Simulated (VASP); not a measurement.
# Rh (P6_3/mmc) in VASP: vibrations by perturbation theory with PBEsol

Aim: the vibrations by perturbation theory of Rh with PBEsol.

Everything below comes from runs of VASP 6.6.1. Logs are shortened: lines on timing, memory, paths and dates and some standing lists are left out, and cuts for length are marked.

**1. The cell of the first run**

It takes space group P6_3/mmc (No. 194, hexagonal). Conventional cell: a = 2.692 Å, b = 2.692 Å, c = 8.798 Å, α = 90.00°, β = 90.00°, γ = 120.00°. Rh (site symmetry -3m) has 12 Rh at 2.69 Å within 3.5 Å. Within 3.5 Å of Rh (site symmetry -6m2) lie 12 Rh at 2.69 Å.

**2. Vibrations by perturbation theory, PBEsol**

INCAR

```
PREC = Accurate
ENCUT = 520
EDIFF = 1E-8
ISMEAR = 0
SIGMA = 0.1
LREAL = False
LASPH = True
NELM = 100
ALGO = Normal
ISIF = 2
LWAVE = False
LCHARG = False
GGA = PS
NBANDS = 38
IBRION = 8
NSW = 1
LUSENCCL = False
```

KPOINTS

```
regular mesh
0
Gamma
  12 12 3
```

POSCAR

```
Rh
1.0
    2.6917446200      0.0000000000      0.0000000000
   -1.3458723100      2.3311192200      0.0000000000
    0.0000000000      0.0000000000      8.7980701300
Rh
4
Direct
    0.0000000000      0.0000000000      0.0000000000
    0.3333333318      0.6666666710      0.2499999997
    0.0000000000      0.0000000000      0.4999999994
    0.6666666720      0.3333333290      0.7500000003
```

Potentials or basis: VASP PAW PBE potentials, release 64 (Rh_pv).

Launch:

```
$ cat potpaw_PBE.64/Rh_pv/POTCAR > POTCAR
$ mpirun -np 1 vasp_std > vasp.out
```

OUTCAR:

```text
PREC = Accurate
   ENCUT = 520
   EDIFF = 1E-8
   ISMEAR = 0
   LREAL = False
   LASPH = True
   NELM = 100
   ISIF = 2
   GGA = PS
   IBRION = 8
   NSW = 1

 ion  position               nearest neighbor table
   1  0.000  0.000  0.000-   4 2.69   2 2.69   2 2.69   4 2.69   2 2.69   4 2.69
   2  0.333  0.667  0.250-   1 2.69   3 2.69   1 2.69   3 2.69   1 2.69   3 2.69
   3  0.000  0.000  0.500-   2 2.69   4 2.69   2 2.69   2 2.69   4 2.69   4 2.69
   4  0.667  0.333  0.750-   1 2.69   3 2.69   1 2.69   1 2.69   3 2.69   3 2.69

  LATTYP: Found a hexagonal cell.
 ALAT       =     2.6917446200
 C/A-ratio  =     3.2685382055

  Lattice vectors:

 A1 = (   2.6917446200,   0.0000000000,   0.0000000000)
 A2 = (  -1.3458723100,   2.3311192200,   0.0000000000)
 A3 = (   0.0000000000,   0.0000000000,   8.7980701300)

Analysis of symmetry for initial positions (statically):
=====================================================================
 Subroutine PRICEL returns:
 Original cell was already a primitive cell.

 Routine SETGRP: Setting up the symmetry group for a
 hexagonal supercell.

 Subroutine GETGRP returns: Found 24 space group operations
 (whereof 12 operations were pure point group operations)
 out of a pool of 24 trial point group operations.

The static configuration has the point symmetry D_3d.
 The point group associated with its full space group is D_6h.

Analysis of symmetry for dynamics (positions and initial velocities):
=====================================================================
 Subroutine PRICEL returns:
 Original cell was already a primitive cell.

 Routine SETGRP: Setting up the symmetry group for a
 hexagonal supercell.

 Subroutine GETGRP returns: Found 24 space group operations
 (whereof 12 operations were pure point group operations)
 out of a pool of 24 trial point group operations.

The dynamic configuration has the point symmetry D_3d.
 The point group associated with its full space group is D_6h.

 Subroutine INISYM returns: Found 24 space group operations
 (whereof 12 operations are pure point group operations),
 and found     1 'primitive' translations

----------------------------------------------------------------------------------------

                                     Primitive cell

  volume of cell :      55.2059

  direct lattice vectors                    reciprocal lattice vectors
     2.691744620  0.000000000  0.000000000     0.371506269  0.214489244 -0.000000000
    -1.345872310  2.331119220  0.000000000     0.000000000  0.428978489  0.000000000
     0.000000000  0.000000000  8.798070130     0.000000000 -0.000000000  0.113661290

  length of vectors
     2.691744620  2.691744619  8.798070130     0.428978489  0.428978489  0.113661290

  position of ions in fractional coordinates (direct lattice)
     0.000000000  0.000000000  0.000000000
     0.333333332  0.666666671  0.250000000
     0.000000000  0.000000000  0.499999999
     0.666666672  0.333333329  0.750000000
[... 125 lines left out ...]
  ---------------------------------------------------
  free energy    TOTEN  =       -32.47709605 eV

  energy without entropy =      -32.44969049  energy(sigma->0) =      -32.46339327

 E-fermi :  11.7228     XC(G=0): -14.1938

 val. band max:       11.7197924201   @ k =   0.3333   0.0000   0.0000
 cond. band min:      11.7311026133   @ k =   0.2500   0.0833   0.3333
 fundamental gap:      0.0113101932
 Fermi energy:        11.7228076390

 k-point     1 :       0.0000    0.0000    0.0000
  band No.  band energies     occupation
      1     -35.3674      2.00000
      2     -35.0122      2.00000
      3     -35.0106      2.00000
      4     -34.7453      2.00000
      5     -34.7453      2.00000
      6     -34.7068      2.00000
[... 973 lines left out ...]
     37      22.3267      0.00000
     38      22.6881      0.00000

 [... further k-points ...]

------------------------ aborting loop because EDIFF is reached ----------------------------------------

  FORCE on cell =-STRESS in cart. coord.  units (eV):
  Direction    XX          YY          ZZ          XY          YZ          ZX
  --------------------------------------------------------------------------------------
  -------------------------------------------------------------------------------------
  Total       -1.9686861     -1.9686861     -2.0684678      0.0000000      0.0000000      0.0000000
  in kB      -57.1348774    -57.1348774    -60.0307248      0.0000000      0.0000000      0.0000000
  external PRESSURE =     -58.1001599 kB  Pullay stress =       0.0000000 kB

 VOLUME and BASIS-vectors are now :
 -----------------------------------------------------------------------------
  energy-cutoff  :      520.00
  volume of cell :       55.21
      direct lattice vectors                 reciprocal lattice vectors
     2.691744620  0.000000000  0.000000000     0.371506269  0.214489244 -0.000000000
    -1.345872310  2.331119220  0.000000000     0.000000000  0.428978489  0.000000000
     0.000000000  0.000000000  8.798070130     0.000000000 -0.000000000  0.113661290

 POSITION                                       TOTAL-FORCE (eV/Angst)
 -----------------------------------------------------------------------------------
      0.00000      0.00000      0.00000        -0.000000     -0.000000     -0.000000
     -0.00000      1.55408      2.19952         0.000000      0.000000     -0.000000
      0.00000      0.00000      4.39904        -0.000000     -0.000000     -0.000000
      1.34587      0.77704      6.59855        -0.000000     -0.000000      0.000000
 -----------------------------------------------------------------------------------
    total drift:                               -0.000010      0.000000      0.000005

  FREE ENERGIE OF THE ION-ELECTRON SYSTEM (eV)
  ---------------------------------------------------
  free  energy   TOTEN  =       -32.4770960517 eV

  energy  without entropy=      -32.4496904900  energy(sigma->0) =      -32.46339327

[... ionic steps 2 to 3 ...]

--------------------------------------- Ionic step        4  -------------------------------------------

------------------------ aborting loop because EDIFF is reached ----------------------------------------
[... 11 lines left out ...]
[... ionic steps 8 to 8 ...]

--------------------------------------- Ionic step        9  -------------------------------------------

 Free energy of the ion-electron system (eV)
  ---------------------------------------------------
  ---------------------------------------------------
  free energy    TOTEN  =        -0.64856427 eV

  energy without entropy =       -0.64856427

------------------------ aborting loop because EDIFF is reached ----------------------------------------

 INTERNAL STRAIN TENSOR  FOR ION    2  DIRECTION 3   (eV/Angst):
 -----------------------------------------------------------------------------
    -0.00462  0.00000  0.00000
     0.00000 -0.00462 -0.00000
     0.00000 -0.00000  0.00943

 INTERNAL STRAIN TENSOR FOR ION    4 for displacements in x,y,z  (eV/Angst):
          X           Y           Z          XY          YZ          ZX
  --------------------------------------------------------------------------------
  x     0.00000     0.00000     0.00000    -1.93233     0.00000     0.00000
  y    -1.93233     1.93233     0.00000     0.00000     0.00000     0.00000
  z    -0.00000    -0.00000    -0.00000     0.00000     0.00000     0.00000

 SECOND DERIVATIVES (NOT SYMMETRIZED)
 ------------------------------------
               1X          1Y          1Z          2X          2Y          2Z          3X          3Y          3Z          4X          4Y          4Z
  1X    -3.450928    0.000000    0.000000    1.831262    0.000000    0.000000   -0.211597    0.000000    0.000000    1.831262    0.000000    0.000000
  1Y     0.000000   -3.450928    0.000000    0.000000    1.831262    0.000000    0.000000   -0.211597    0.000000    0.000000    1.831262    0.000000
  1Z     0.000000    0.000000  -12.517020    0.000000    0.000000    5.545204    0.000000    0.000000    1.426611   -0.000000    0.000000    5.545204
  2X     1.831061   -0.000000    0.000000   -4.288333    0.000000    0.000000    1.831061   -0.000000    0.000000    0.626210    0.000000    0.000000
  2Y     0.000000    1.831061    0.000000    0.000000   -4.288333    0.000000    0.000000    1.831061   -0.000000    0.000000    0.626210    0.000000
  2Z    -0.000000    0.000000    5.541375   -0.000000    0.000000  -12.491571    0.000000    0.000000    5.541375    0.000000    0.000000    1.408820
  3X    -0.211597    0.000000    0.000000    1.831262    0.000000    0.000000   -3.450928    0.000000    0.000000    1.831262    0.000000    0.000000
  3Y     0.000000   -0.211597    0.000000    0.000000    1.831262    0.000000    0.000000   -3.450928    0.000000    0.000000    1.831262    0.000000
  3Z    -0.000000    0.000000    1.426611    0.000000   -0.000000    5.545204   -0.000000   -0.000000  -12.517020   -0.000000   -0.000000    5.545204
  4X     1.831061   -0.000000    0.000000    0.626210    0.000000    0.000000    1.831061   -0.000000    0.000000   -4.288333    0.000000    0.000000
  4Y     0.000000    1.831061    0.000000    0.000000    0.626210    0.000000    0.000000    1.831061   -0.000000    0.000000   -4.288333    0.000000
  4Z    -0.000000    0.000000    5.541375    0.000000    0.000000    1.408820    0.000000    0.000000    5.541375   -0.000000    0.000000  -12.491571

 Eigenvectors and eigenvalues of the dynamical matrix
 ----------------------------------------------------

   1 f  =    7.256784 THz    45.595716 2PiTHz  242.060246 cm-1    30.011632 meV
             X         Y         Z           dx          dy          dz
      0.000000  0.000000  0.000000     0.000000    0.000000   -0.500086
     -0.000000  1.554079  2.199518     0.000000    0.000000    0.499914
      0.000000  0.000000  4.399035     0.000000    0.000000   -0.500086
      1.345872  0.777040  6.598553    -0.000000   -0.000000    0.499914
[... 71 lines left out ...]
  12 f/i=    0.001253 THz     0.007874 2PiTHz    0.041803 cm-1     0.005183 meV
             X         Y         Z           dx          dy          dz
      0.000000  0.000000  0.000000    -0.000000    0.000000   -0.499914
     -0.000000  1.554079  2.199518    -0.000000    0.000000   -0.500086
      0.000000  0.000000  4.399035    -0.000000    0.000000   -0.499914
      1.345872  0.777040  6.598553    -0.000000    0.000000   -0.500086

--------------------------------------------------------------------------------------------------------

 ELASTIC MODULI CONTR FROM IONIC RELAXATION (kBar)
 Direction    XX          YY          ZZ          XY          YZ          ZX
 --------------------------------------------------------------------------------
 XX         -44.0997     44.0997      0.0000      0.0000     -0.0000      0.0000
 YY          44.0997    -44.0997     -0.0000     -0.0000      0.0000      0.0000
 ZZ           0.0000     -0.0000     -0.0000      0.0000      0.0000      0.0000
 XY           0.0000     -0.0000      0.0000    -44.0997     -0.0000      0.0000
 YZ          -0.0000      0.0000      0.0000     -0.0000     -0.0000      0.0000
 ZX           0.0000      0.0000      0.0000      0.0000      0.0000      0.0000
 --------------------------------------------------------------------------------
```

It took 26 min on 1 × NVIDIA H100 80GB with 1 thread of Intel Xeon Platinum 8481C at 2.70GHz (Sapphire Rapids), shared host; peak memory 1.6 GiB.

What came out:

```
Highest phonon frequency at Γ : 242 cm⁻¹
```

Phonon frequencies in cm⁻¹ (negative: imaginary):
```
              q point                              frequencies
(0.000, 0.000, 0.000)  0 0 0 93 93 114 114 139 139 192 192 242
```

Caveat: the cell wasn't relaxed at this level first, which shifts response properties; the PAW data sets were made with another functional, which shifts forces and pressure a little.
